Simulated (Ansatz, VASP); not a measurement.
**Two plane-wave programs on Al**

The input INCAR:

```
SYSTEM = Al
PREC = Accurate
ENCUT = 520
EDIFF = 1E-7
ISMEAR = 0
SIGMA = 0.15
LREAL = .FALSE.
LASPH = .TRUE.
NELM = 80
ALGO = Normal
ISIF = 2
LWAVE = .FALSE.
LCHARG = .FALSE.
GGA = PS
IVDW = 12
NBANDS = 14
```

KPOINTS

```
regular mesh
0
G
  18 18 6
  0 0 0
```

Contents of POSCAR:

```
Al
1.0
    2.8000988641      0.0000000000      0.0000000000
   -1.4000494320      2.4249567494      0.0000000000
    0.0000000000      0.0000000000      8.8287117184
Al
4
Direct
    0.0000000000      0.0000000000      0.0000000000
    0.3333333333      0.6666666667      0.2500000000
    0.0000000000      0.0000000000      0.5000000000
    0.6666666667      0.3333333333      0.7500000000
```

Input for Ansatz:

```yaml
crystal:
  lattice:
    - [2.8000988641, 0.0, 0.0]
    - [-1.400049432, 2.4249567494, 0.0]
    - [0.0, 0.0, 8.8287117184]
  atoms:
    - { symbol: Al, position: [0.0, 0.0, 0.0] }
    - { symbol: Al, position: [0.3333333333, 0.6666666667, 0.25] }
    - { symbol: Al, position: [0.0, 0.0, 0.5] }
    - { symbol: Al, position: [0.6666666667, 0.3333333333, 0.75] }
basis:
  ecutwfc: 420
kpoints:
  mp_grid: { grid: [18, 18, 6] }
hamiltonian:
  xc: pbesol
  pseudopotentials: { kind: paw, azcp: { folder: soft_1 } }
  dispersion: d3bj
scf:
  occupations: { method: gaussian, width: 0.15 }
output:
  forces: true
  stress: true
  eigenvalues: true
```

Alike in both runs: task single point; functional PBEsol; dispersion D3(BJ); k mesh 18 × 18 × 6; occupations gaussian, width 0.15 eV; no spin polarisation.

|  | VASP | Ansatz |
| --- | --- | --- |
| version | VASP 6.6.1 | Ansatz 0.2.0 |
| potentials or method | VASP PAW PBE potentials, release 64 (Al), cutoff 520 eV | scalar-relativistic, plane waves, PAW |
| valence electrons in the cell | 12 | 12 |

Ansatz gave:

```
gap on the k mesh at the Fermi level (eV)                     : none
pressure (GPa)                                                : 4.1
traceless stress, the component that is largest in VASP (GPa) : 3.08
```

Estimate VASP's values.

gap on the k mesh at the Fermi level (eV): none; pressure (GPa): 4.2; traceless stress, the component that is largest in VASP (GPa): 3.10.

VASP's potentials were made for PBE, not for PBEsol, and Ansatz warns of the same on its side. A gap of «none» marks a metal or a gap that the smearing closes.
